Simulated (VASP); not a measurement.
# Cd2As (P6/mmm) in VASP: further runs

Runs on Cd2As. Level: PBE. Tasks: single point, relaxation of cell and atoms.

Everything below comes from runs of VASP 6.6.1. Logs are shortened: lines on timing, memory, paths and dates and some standing lists are left out, and cuts for length are marked.

### 1 The cell of the first run

The structure is hexagonal, space group P6/mmm (No. 191). Conventional cell: a = 5.177 Å, b = 5.177 Å, c = 2.923 Å, α = 90.00°, β = 90.00°, γ = 120.00°. Within 3.8 Å of Cd (site symmetry -6m2) lie 5 Cd at 2.92 to 2.99 Å and 6 As at 3.33 Å. Within 3.8 Å of As (site symmetry 6/mmm) lie 2 As at 2.92 Å and 12 Cd at 3.33 Å.

### 2 Single point, PBE

Input file INCAR:

```
SYSTEM = Cd2As
ALGO = Normal
EDIFF = 1E-7
ENCUT = 520
GGA = PE
ISIF = 2
ISMEAR = 0
LASPH = .True.
LCHARG = .False.
LREAL = .False.
LWAVE = .False.
NBANDS = 22
NELM = 100
PREC = Accurate
SIGMA = 0.1
```

Input file KPOINTS:

```
k-points
0
Gamma
  6 6 6
  0 0 0
```

Input file POSCAR:

```
Cd2As
1.0
    5.1768312432      0.0000000000      0.0000000000
   -2.5884156216      4.4832673677      0.0000000000
    0.0000000000      0.0000000000      2.9229892811
Cd As
2 1
Direct
    0.3333333333      0.6666666667      0.5000000000
    0.6666666667      0.3333333333      0.5000000000
    0.0000000000      0.0000000000      0.0000000000
```

Potentials or basis: VASP PAW PBE potentials, release 64 (Cd, As).

The run is started by

```console
cat potpaw_PBE.64/Cd/POTCAR potpaw_PBE.64/As/POTCAR > POTCAR
mpirun -np 1 vasp_std > vasp.out
```

OUTCAR:

```text
SYSTEM = Cd2As
   EDIFF = 1E-7
   ENCUT = 520
   GGA = PE
   ISIF = 2
   ISMEAR = 0
   LASPH = .True.
   LREAL = .False.
   NELM = 100
   PREC = Accurate

 ion  position               nearest neighbor table
   1  0.333  0.667  0.500-   2 2.99   2 2.99   2 2.99   3 3.33   3 3.33   3 3.33   3 3.33   3 3.33
                             3 3.33
   2  0.667  0.333  0.500-   1 2.99   1 2.99   1 2.99   3 3.33   3 3.33   3 3.33   3 3.33   3 3.33
                             3 3.33
   3  0.000  0.000  0.000-   1 3.33   2 3.33   1 3.33   2 3.33   1 3.33   1 3.33   2 3.33   2 3.33
                             2 3.33   2 3.33   1 3.33   1 3.33

  LATTYP: Found a hexagonal cell.
 ALAT       =     5.1768312432
 C/A-ratio  =     0.5646290450

  Lattice vectors:

 A1 = (   5.1768312432,   0.0000000000,   0.0000000000)
 A2 = (  -2.5884156216,   4.4832673677,   0.0000000000)
 A3 = (   0.0000000000,   0.0000000000,   2.9229892811)

Analysis of symmetry for initial positions (statically):
=====================================================================
 Subroutine PRICEL returns:
 Original cell was already a primitive cell.

 Routine SETGRP: Setting up the symmetry group for a
 hexagonal supercell.

 Subroutine GETGRP returns: Found 24 space group operations
 (whereof 24 operations were pure point group operations)
 out of a pool of 24 trial point group operations.

The static configuration has the point symmetry D_6h.

Analysis of symmetry for dynamics (positions and initial velocities):
=====================================================================
 Subroutine PRICEL returns:
 Original cell was already a primitive cell.

 Routine SETGRP: Setting up the symmetry group for a
 hexagonal supercell.

 Subroutine GETGRP returns: Found 24 space group operations
 (whereof 24 operations were pure point group operations)
 out of a pool of 24 trial point group operations.

The dynamic configuration has the point symmetry D_6h.

 Subroutine INISYM returns: Found 24 space group operations
 (whereof 24 operations are pure point group operations),
 and found     1 'primitive' translations

----------------------------------------------------------------------------------------

                                     Primitive cell

  volume of cell :      67.8400

  direct lattice vectors                    reciprocal lattice vectors
     5.176831243  0.000000000  0.000000000     0.193168360  0.111525805  0.000000000
    -2.588415622  4.483267368  0.000000000     0.000000000  0.223051609  0.000000000
     0.000000000  0.000000000  2.922989281     0.000000000  0.000000000  0.342115521

  length of vectors
     5.176831243  5.176831243  2.922989281     0.223051609  0.223051609  0.342115521

  position of ions in fractional coordinates (direct lattice)
     0.333333333  0.666666667  0.500000000
     0.666666667  0.333333333  0.500000000
     0.000000000  0.000000000  0.000000000

  ion indices of the primitive-cell ions
   primitive index   ion index
                 1           1
                 2           2
                 3           3

----------------------------------------------------------------------------------------

 KPOINTS: k-points

Automatic generation of k-mesh.
 Grid dimensions read from file:
 generate k-points for:    6    6    6

 Generating k-lattice:

  Cartesian coordinates                     Fractional coordinates (reciprocal lattice)
     0.032194727  0.018587634  0.000000000     0.166666667  0.000000000  0.000000000
     0.000000000  0.037175268  0.000000000     0.000000000  0.166666667  0.000000000
     0.000000000  0.000000000  0.057019253     0.000000000  0.000000000  0.166666667

  Length of vectors
     0.037175268  0.037175268  0.057019253

  Shift w.r.t. Gamma in fractional coordinates (k-lattice)
     0.000000000  0.000000000  0.000000000

 Subroutine IBZKPT returns following result:
 ===========================================

 Found     28 irreducible k-points:

 Following reciprocal coordinates:
            Coordinates               Weight
  0.000000  0.000000  0.000000      1.000000
  0.166667  0.000000  0.000000      6.000000
  0.333333  0.000000  0.000000      6.000000
  0.500000  0.000000  0.000000      3.000000
  0.166667  0.166667  0.000000      6.000000
  0.333333  0.166667  0.000000     12.000000
[... 16 lines left out ...]
  0.166667  0.000000  0.500000      6.000000
  0.333333  0.000000  0.500000      6.000000
 [... further k-points ...]
   k-points           NKPTS =     28   k-points in BZ     NKDIM =     28   number of bands    NBANDS=     22
   number of dos      NEDOS =    301   number of ions     NIONS =      3
   total plane-waves  NPLWV =  38400
   dimension x,y,z NGX =    40 NGY =   40 NGZ =   24
   dimension x,y,z NGXF=    80 NGYF=   80 NGZF=   48
   ions per type =               2   1
   NGX,Y,Z   is equivalent  to a cutoff of  12.85, 12.85, 13.65 a.u.
   NGXF,Y,Z  is equivalent  to a cutoff of  25.69, 25.69, 27.30 a.u.
 SYSTEM =  Cd2As
   PREC   = accura    normal or accurate (medium, high low for compatibility)
   ISTART =      0    job   : 0-new  1-cont  2-samecut
   ICHARG =      2    charge: 1-file 2-atom 10-const
   ISPIN  =      1    spin polarized calculation?
   LNONCOLLINEAR =      F non collinear calculations
   LSORBIT =      F    spin-orbit coupling
   LASPH  =      T    aspherical Exc in radial PAW
   ENCUT  =  520.0 eV  38.22 Ry    6.18 a.u.   9.63  9.63  5.43*2*pi/ulx,y,z
   NELM   =    100;   NELMIN=  2; NELMDL= -5     # of ELM steps
   EDIFF  = 0.1E-06   stopping-criterion for ELM
   LREAL  =      F    real-space projection
   EDIFFG = 0.1E-05   stopping-criterion for IOM
   NSW    =      0    number of steps for IOM
   IBRION =     -1    ionic relax: 0-MD 1-quasi-New 2-CG
   NFREE  =      0    steps in history (QN), initial steepest desc. (CG)
   ISIF   =      2    stress and relaxation
   ISYM   =      2    0-nonsym 1-usesym 2-fastsym
   POTIM  = 0.5000    time-step for ionic-motion
   TEBEG  =    0.0;   TEEND  =   0.0 temperature during run
   PSTRESS=    0.0 pullay stress
   NELECT =      29.0000    total number of electrons
   NUPDOWN=      -1.0000    fix difference up-down
   EMIN   =  10.00;   EMAX   =-10.00  energy-range for DOS
   EFERMI =   0.00;   METHOD = LEGACY
   ISMEAR =     0;   SIGMA  =   0.10  broadening in eV -4-tet -1-fermi 0-gaus
   EFERMI_NEDOS =   21; number of points for ismear=-14 and -15
   IALGO  =     38    algorithm
   IMIX   =      4    mixing-type and parameters
     AMIX     =   0.40;   BMIX     =  1.00
     AMIX_MAG =   1.60;   BMIX_MAG =  1.00
  volume/ion in A,a.u.               =      22.61       152.60
  Fermi-wavevector in a.u.,A,eV,Ry     =   1.233234  2.330475 20.692644  1.520866
  Thomas-Fermi vector in A             =   2.367973
   LORBIT       =      0    0 simple, 1 ext, 2 COOP (PROOUT), +10 PAW based schemes
   GGA     = PE    functional components
   LHFCALC =     F    Hartree Fock is set to
   AEXX    =    0.0000 exact exchange contribution
   IVDW    =     0    specifies the selected vdW correction
   LEPSILON=     F    determine dielectric tensor
   LRPA    =     F    only Hartree local field effects (RPA)
 non-spin polarized calculation
 Gauss-broadening in eV      SIGMA  =   0.10
  energy-cutoff  :      520.00
  volume of cell :       67.84
 maximum number of plane-waves:      1858
 NGX is ok and might be reduce to    40
   NGX = 19   NGY = 19   NGZ = 11

 number of electron      28.9999998 magnetization

 Free energy of the ion-electron system (eV)
  ---------------------------------------------------
  ext. energy  EPLUGINS =         0.00000000
  ---------------------------------------------------
  free energy    TOTEN  =        -5.49138932 eV

  energy without entropy =       -5.48509269  energy(sigma->0) =       -5.48824101

 E-fermi :   3.5005     XC(G=0): -10.5206

 val. band max:        3.4378311619   @ k =   0.0000   0.0000   0.0000
 cond. band min:       3.5779823451   @ k =   0.3333   0.1667   0.3333
 fundamental gap:      0.1401511832
 Fermi energy:         3.5004624189

 k-point     1 :       0.0000    0.0000    0.0000
  band No.  band energies     occupation
      1      -8.8957      2.00000
      2      -6.3050      2.00000
      3      -6.0163      2.00000
      4      -5.6357      2.00000
      5      -5.6357      2.00000
      6      -5.5519      2.00000
[... 14 lines left out ...]
     21      13.5834      0.00000
     22      15.4866      0.00000

 k-point     2 :       0.1667    0.0000    0.0000
  band No.  band energies     occupation
      1      -8.8233      2.00000
      2      -6.2927      2.00000
      3      -6.0400      2.00000
      4      -5.7627      2.00000
      5      -5.7512      2.00000
      6      -5.4321      2.00000
[... 14 lines left out ...]
     21      12.7741      0.00000
     22      15.1986      0.00000

 k-point     3 :       0.3333    0.0000    0.0000
  band No.  band energies     occupation
      1      -8.6775      2.00000
      2      -6.2555      2.00000
      3      -6.0960      2.00000
      4      -5.8624      2.00000
      5      -5.7738      2.00000
      6      -5.3401      2.00000
[... 14 lines left out ...]
     21      12.8303      0.00000
     22      14.8388      0.00000
[... 476 lines left out ...]
 k-point    23 :       0.1667    0.0000    0.5000
  band No.  band energies     occupation
      1      -6.3478      2.00000
      2      -5.9841      2.00000
      3      -5.9058      2.00000
      4      -5.6179      2.00000
      5      -5.6132      2.00000
      6      -5.5148      2.00000
[... 14 lines left out ...]
     21       9.4404      0.00000
     22      10.6202      0.00000

 k-point    24 :       0.3333    0.0000    0.5000
  band No.  band energies     occupation
      1      -6.5787      2.00000
      2      -6.0366      2.00000
      3      -5.7474      2.00000
      4      -5.7420      2.00000
      5      -5.7110      2.00000
      6      -5.4684      2.00000
[... 14 lines left out ...]
     21      11.4903      0.00000
     22      11.5797      0.00000

 [... further k-points ...]

------------------------ aborting loop because EDIFF is reached ----------------------------------------

  FORCE on cell =-STRESS in cart. coord.  units (eV):
  Direction    XX          YY          ZZ          XY          YZ          ZX
  --------------------------------------------------------------------------------------
  -------------------------------------------------------------------------------------
  Total        0.0048734      0.0048734      0.1099157      0.0000000      0.0000000      0.0000000
  in kB        0.1150962      0.1150962      2.5958784      0.0000000      0.0000000      0.0000000
  external PRESSURE =       0.9420236 kB  Pullay stress =       0.0000000 kB

 VOLUME and BASIS-vectors are now :
 -----------------------------------------------------------------------------
  energy-cutoff  :      520.00
  volume of cell :       67.84
      direct lattice vectors                 reciprocal lattice vectors
     5.176831243  0.000000000  0.000000000     0.193168360  0.111525805  0.000000000
    -2.588415622  4.483267368  0.000000000     0.000000000  0.223051609  0.000000000
     0.000000000  0.000000000  2.922989281     0.000000000  0.000000000  0.342115521

 POSITION                                       TOTAL-FORCE (eV/Angst)
 -----------------------------------------------------------------------------------
     -0.00000      2.98884      1.46149        -0.000000      0.000000      0.000000
      2.58842      1.49442      1.46149         0.000000      0.000000      0.000000
      0.00000      0.00000      0.00000        -0.000000      0.000000      0.000000
 -----------------------------------------------------------------------------------
    total drift:                               -0.000000     -0.000000      0.000000

  FREE ENERGIE OF THE ION-ELECTRON SYSTEM (eV)
  ---------------------------------------------------
  free  energy   TOTEN  =        -5.4913893230 eV

  energy  without entropy=       -5.4850926918  energy(sigma->0) =       -5.48824101
```

It took 25 s on 1 thread of AMD EPYC 9R45 (Zen 5), shared host; peak memory 0.17 GiB.

What came out:

- Free energy: -5.4914 eV
- Pressure: 0.1 GPa
- Band gap on the k mesh: zero (an odd number of electrons rules out a gap without spin polarisation)

Stress tensor (GPa, compression positive):
```
0.01 0.00 0.00
0.00 0.01 0.00
0.00 0.00 0.26
```

### 3 Relaxation of cell and atoms, PBE

This run uses another cell than the first one, of 21.42 Å³/atom.

Input file INCAR:

```
PREC = Accurate
ENCUT = 600
EDIFF = 1E-6
ISMEAR = 0
SIGMA = 0.1
LREAL = False
LASPH = True
NELM = 60
ALGO = Normal
ISIF = 3
LWAVE = False
LCHARG = False
GGA = PE
IBRION = 2
NSW = 90
EDIFFG = -0.04
```

Input file KPOINTS:

```
Automatic mesh
0
Gamma
  6 6 4
```

Input file POSCAR:

```
Cd2As
1.0
    4.0957335450      0.0000000000      0.0000000000
   -2.0478667725      3.5470092971      0.0000000000
    0.0000000000      0.0000000000      4.4223036616
Cd As
2 1
Direct
    0.3333333333      0.6666666667      0.5000000000
    0.6666666667      0.3333333333      0.5000000000
    0.0000000000      0.0000000000      0.0000000000
```

Potentials or basis: VASP PAW PBE potentials, release 64 (Cd, As).

The run is started by

```console
cat potpaw_PBE.64/Cd/POTCAR potpaw_PBE.64/As/POTCAR > POTCAR
mpirun -np 1 vasp_std > vasp.out
```

Run time: 2.3 min. Hardware: 1 thread of AMD EPYC 9R45 (Zen 5), shared host; peak memory 0.19 GiB.

It converged, with:

| Quantity | Value |
| --- | --- |
| Free energy | -5.5706 eV |
| Relaxed volume | 22.52 Å³/atom |
| Relaxed cell | a = 4.879 Å, b = 4.879 Å, c = 3.277 Å, α = 90.00°, β = 90.00°, γ = 120.00° |
| Space group after relaxing (to 0.1 Å) | P6/mmm (No. 191) |
| Energy gained by relaxing | 862.8 meV/atom |
| Ionic steps | 12 |
| Pressure after relaxing | 0.0 GPa |
| Band gap on the k mesh | zero (an odd number of electrons rules out a gap without spin polarisation) |

Stress tensor (GPa, compression positive):
```
-0.05  0.00  0.00
 0.00 -0.05  0.00
 0.00  0.00  0.10
```

Step by step:
| step | energy change (eV) | largest force (eV/Å) | pressure (GPa) | volume (Å³) |
| --- | --- | --- | --- | --- |
| 1 | 0.0000 | 0.0000 | 22.09 | 64.25 |
| 2 | -1.4521 | 0.0000 | -6.56 | 94.22 |
| 3 | -1.6455 | 0.0000 | -2.69 | 82.73 |
| 4 | -1.6486 | 0.0000 | -3.35 | 84.02 |
| 5 | -1.9516 | 0.0000 | -2.98 | 79.32 |
| 6 | -2.5148 | 0.0000 | 3.19 | 64.12 |
| 7 | -2.4504 | 0.0000 | -1.31 | 71.19 |
| 8 | -2.5819 | 0.0000 | 0.33 | 67.54 |
| 9 | -2.5859 | 0.0000 | 0.74 | 66.92 |
| 10 | -2.5853 | 0.0000 | 1.10 | 66.55 |
| 11 | -2.5855 | 0.0000 | -0.89 | 68.64 |
| 12 | -2.5885 | 0.0000 | 0.00 | 67.57 |

Final structure:
```cif
data_structure
_symmetry_space_group_name_H-M 'P 1'
_symmetry_Int_Tables_number 1
_cell_length_a 4.8790
_cell_length_b 4.8790
_cell_length_c 3.2775
_cell_angle_alpha 90.000
_cell_angle_beta 90.000
_cell_angle_gamma 120.000
_cell_volume 67.57
loop_
_atom_site_label
_atom_site_type_symbol
_atom_site_fract_x
_atom_site_fract_y
_atom_site_fract_z
_atom_site_occupancy
Cd1 Cd 0.33333 0.66667 0.50000 1
Cd2 Cd 0.66667 0.33333 0.50000 1
As1 As 0.00000 0.00000 0.00000 1
```

Levels at points of the mesh, in eV from the Fermi level:
```tsv
k point	band 11	band 12	band 13	band 14	band 15	band 16	band 17	band 18
(0.00, 0.00, 0.00)	-8.22	-4.17	-1.50	-1.50	1.06	1.06	1.84	1.86
(0.50, 0.00, 0.00)	-8.12	-6.21	-3.17	-2.44	2.41	3.05	5.28	5.38
(0.00, 0.00, 0.50)	-7.93	-5.12	-0.10	-0.10	0.14	0.85	3.94	3.94
(0.50, 0.00, 0.50)	-7.94	-4.06	-2.76	-2.23	-0.18	1.51	1.54	1.57
```

Caveat: a cell axis changed by over 15 % at a fixed basis, so the end point is rough.
